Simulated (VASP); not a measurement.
# GeBi3 (Fm-3m) in VASP: single point with PBE

Aim: the single point of GeBi3 with PBE.

All numbers are computed with VASP 6.6.1; they aren't measurements. Logs are shortened: lines on timing, memory, paths and dates and some standing lists are left out, and cuts for length are marked.

## (1) The cell of the first run

It takes space group Fm-3m (No. 225, cubic). The conventional cell has a = 7.734 Å, b = 7.734 Å, c = 7.734 Å, α = 90.00°, β = 90.00°, γ = 90.00°. Within 4.4 Å of Bi (site symmetry m-3m) lie 8 Bi at 3.35 Å and 6 Ge at 3.87 Å. Bi (site symmetry -43m) has 10 Bi at 3.35 to 3.87 Å and 4 Ge at 3.35 Å within 4.4 Å. Ge (site symmetry m-3m) has 14 Bi at 3.35 to 3.87 Å within 4.4 Å.

## (2) Single point, PBE

Contents of INCAR:

```
ALGO     = Normal         # electronic algorithm
EDIFF    = 1E-6           # SCF threshold, eV
ENCUT    = 520            # plane-wave cutoff, eV
GGA      = PE             # functional
ISIF     = 2              # what is computed and relaxed
ISMEAR   = -1             # smearing method
LASPH    = True           # aspherical terms in the spheres
LCHARG   = False          # write CHGCAR
LREAL    = False          # projectors in reciprocal space
LWAVE    = False          # write WAVECAR
NBANDS   = 38             # bands
NELM     = 100            # most SCF steps
PREC     = Accurate       # precision mode
SIGMA    = 0.1            # smearing width, eV
```

Contents of KPOINTS:

```
k-points
0
Gamma
  5 5 5
```

Contents of POSCAR:

```
GeBi3
1.0
    0.0000000000      3.8668210000      3.8668210000
    3.8668210000      0.0000000000      3.8668210000
    3.8668210000      3.8668210000      0.0000000000
Bi Ge
3 1
Direct
    0.5000000000      0.5000000000      0.5000000000
    0.7500000000      0.7500000000      0.7500000000
    0.2500000000      0.2500000000      0.2500000000
    0.0000000000      0.0000000000      0.0000000000
```

Potentials or basis: VASP PAW PBE potentials, release 64 (Bi_d, Ge_d).

The run is started by

```bash
$ cat potpaw_PBE.64/Bi_d/POTCAR potpaw_PBE.64/Ge_d/POTCAR > POTCAR
$ mpirun -np 1 vasp_std > vasp.out
```

OUTCAR:

```text
EDIFF = 1E-6
   ENCUT = 520
   GGA = PE
   ISIF = 2
   ISMEAR = -1
   LASPH = True
   LREAL = False
   NELM = 100
   PREC = Accurate

 ion  position               nearest neighbor table
   1  0.500  0.500  0.500-   3 3.35   3 3.35   3 3.35   2 3.35   3 3.35   2 3.35   2 3.35   2 3.35

   2  0.750  0.750  0.750-   1 3.35   1 3.35   1 3.35   1 3.35   4 3.35   4 3.35   4 3.35   4 3.35
                             3 3.87   3 3.87   3 3.87   3 3.87   3 3.87   3 3.87
   3  0.250  0.250  0.250-   4 3.35   4 3.35   4 3.35   1 3.35   4 3.35   1 3.35   1 3.35   1 3.35
                             2 3.87   2 3.87   2 3.87   2 3.87   2 3.87   2 3.87
   4  0.000  0.000  0.000-   2 3.35   2 3.35   2 3.35   2 3.35   3 3.35   3 3.35   3 3.35   3 3.35

  LATTYP: Found a face centered cubic cell.
 ALAT       =     7.7336420000

  Lattice vectors:

 A1 = (   0.0000000000,   3.8668210000,   3.8668210000)
 A2 = (   3.8668210000,   0.0000000000,   3.8668210000)
 A3 = (   3.8668210000,   3.8668210000,   0.0000000000)

Analysis of symmetry for initial positions (statically):
=====================================================================
 Subroutine PRICEL returns:
 Original cell was already a primitive cell.

 Routine SETGRP: Setting up the symmetry group for a
 face centered cubic supercell.

 Subroutine GETGRP returns: Found 48 space group operations
 (whereof 48 operations were pure point group operations)
 out of a pool of 48 trial point group operations.

The static configuration has the point symmetry O_h .

Analysis of symmetry for dynamics (positions and initial velocities):
=====================================================================
 Subroutine PRICEL returns:
 Original cell was already a primitive cell.

 Routine SETGRP: Setting up the symmetry group for a
 face centered cubic supercell.

 Subroutine GETGRP returns: Found 48 space group operations
 (whereof 48 operations were pure point group operations)
 out of a pool of 48 trial point group operations.

The dynamic configuration has the point symmetry O_h .

 Subroutine INISYM returns: Found 48 space group operations
 (whereof 48 operations are pure point group operations),
 and found     1 'primitive' translations

[... 77 lines left out ...]
   ISPIN  =      1    spin polarized calculation?
   LNONCOLLINEAR =      F non collinear calculations
   LSORBIT =      F    spin-orbit coupling
   LASPH  =      T    aspherical Exc in radial PAW
   ENCUT  =  520.0 eV  38.22 Ry    6.18 a.u.  10.17 10.17 10.17*2*pi/ulx,y,z
   NELM   =    100;   NELMIN=  2; NELMDL= -5     # of ELM steps
   EDIFF  = 0.1E-05   stopping-criterion for ELM
   LREAL  =      F    real-space projection
   EDIFFG = 0.1E-04   stopping-criterion for IOM
   NSW    =      0    number of steps for IOM
   IBRION =     -1    ionic relax: 0-MD 1-quasi-New 2-CG
   NFREE  =      0    steps in history (QN), initial steepest desc. (CG)
   ISIF   =      2    stress and relaxation
   ISYM   =      2    0-nonsym 1-usesym 2-fastsym
   POTIM  = 0.5000    time-step for ionic-motion
   TEBEG  =    0.0;   TEEND  =   0.0 temperature during run
   PSTRESS=    0.0 pullay stress
   NELECT =      59.0000    total number of electrons
   NUPDOWN=      -1.0000    fix difference up-down
   EMIN   =  10.00;   EMAX   =-10.00  energy-range for DOS
   EFERMI =   0.00;   METHOD = LEGACY
   ISMEAR =    -1;   SIGMA  =   0.10  broadening in eV -4-tet -1-fermi 0-gaus
   EFERMI_NEDOS =   21; number of points for ismear=-14 and -15
   IALGO  =     38    algorithm
   IMIX   =      4    mixing-type and parameters
     AMIX     =   0.40;   BMIX     =  1.00
     AMIX_MAG =   1.60;   BMIX_MAG =  1.00
  volume/ion in A,a.u.               =      28.91       195.09
  Fermi-wavevector in a.u.,A,eV,Ry     =   1.308162  2.472067 23.283474  1.711287
  Thomas-Fermi vector in A             =   2.438847
   LORBIT       =      0    0 simple, 1 ext, 2 COOP (PROOUT), +10 PAW based schemes
   GGA     = PE    functional components
   LHFCALC =     F    Hartree Fock is set to
   AEXX    =    0.0000 exact exchange contribution
   IVDW    =     0    specifies the selected vdW correction
   LEPSILON=     F    determine dielectric tensor
   LRPA    =     F    only Hartree local field effects (RPA)
 non-spin polarized calculation
  energy-cutoff  :      520.00
  volume of cell :      115.64
 maximum number of plane-waves:      3126
 NGX is ok and might be reduce to    42
   NGX = 21   NGY = 21   NGZ = 21

 number of electron      58.9999997 magnetization

 Free energy of the ion-electron system (eV)
  ---------------------------------------------------
  ext. energy  EPLUGINS =         0.00000000
  ---------------------------------------------------
  free energy    TOTEN  =       -15.33750667 eV

  energy without entropy =      -15.24580773  energy(sigma->0) =      -15.29165720

 E-fermi :   7.6911     XC(G=0): -10.3309

 val. band max:        7.6782126977   @ k =   0.4000   0.4000   0.0000
 cond. band min:       7.7940865668   @ k =   0.2000   0.2000   0.0000
 fundamental gap:      0.1158738692
 Fermi energy:         7.6910869669

 k-point     1 :       0.0000    0.0000    0.0000
  band No.  band energies     occupation
      1     -17.3746      2.00000
      2     -17.3746      2.00000
      3     -17.3746      2.00000
      4     -17.3719      2.00000
      5     -17.3719      2.00000
      6     -15.6723      2.00000
[... 399 lines left out ...]
     37      14.2879      0.00000
     38      14.8388      0.00000

------------------------ aborting loop because EDIFF is reached ----------------------------------------

  FORCE on cell =-STRESS in cart. coord.  units (eV):
  Direction    XX          YY          ZZ          XY          YZ          ZX
  --------------------------------------------------------------------------------------
  -------------------------------------------------------------------------------------
  Total       -0.1586848     -0.1586848     -0.1586848      0.0000000      0.0000000      0.0000000
  in kB       -2.1986386     -2.1986386     -2.1986386      0.0000000      0.0000000      0.0000000
  external PRESSURE =      -2.1986386 kB  Pullay stress =       0.0000000 kB

 VOLUME and BASIS-vectors are now :
 -----------------------------------------------------------------------------
  energy-cutoff  :      520.00
  volume of cell :      115.64
      direct lattice vectors                 reciprocal lattice vectors
     0.000000000  3.866821000  3.866821000    -0.129305184  0.129305184  0.129305184
     3.866821000  0.000000000  3.866821000     0.129305184 -0.129305184  0.129305184
     3.866821000  3.866821000  0.000000000     0.129305184  0.129305184 -0.129305184

 POSITION                                       TOTAL-FORCE (eV/Angst)
 -----------------------------------------------------------------------------------
      3.86682      3.86682      3.86682         0.000000      0.000000      0.000000
      5.80023      5.80023      5.80023         0.000000      0.000000     -0.000000
      1.93341      1.93341      1.93341        -0.000000     -0.000000      0.000000
      0.00000      0.00000      0.00000         0.000000      0.000000      0.000000
 -----------------------------------------------------------------------------------
    total drift:                               -0.000000     -0.000000      0.000000

  FREE ENERGIE OF THE ION-ELECTRON SYSTEM (eV)
  ---------------------------------------------------
  free  energy   TOTEN  =       -15.3375066709 eV

  energy  without entropy=      -15.2458077290  energy(sigma->0) =      -15.29165720
```

stdout:

```text
POSCAR found type information on POSCAR BiGe
 POSCAR found :  2 types and       4 ions
 scaLAPACK will be used
 LDA part: xc-table for (Slater+PW92), standard interpolation
 POSCAR, INCAR and KPOINTS ok, starting setup
 FFT: planning ... GRIDC
 FFT: planning ... GRID_SOFT
 FFT: planning ... GRID
 WAVECAR not read
 entering main loop
```

Run time: 40 s. Hardware: 1 thread of AMD EPYC 7R13 (Zen 3), shared host; peak memory 0.22 GiB.

What came out:

| Property | Result |
| --- | --- |
| Free energy | -15.3375 eV |
| Pressure | -0.2 GPa |

Caveat: spin-orbit coupling is left out, which moves the levels of the heavy elements.
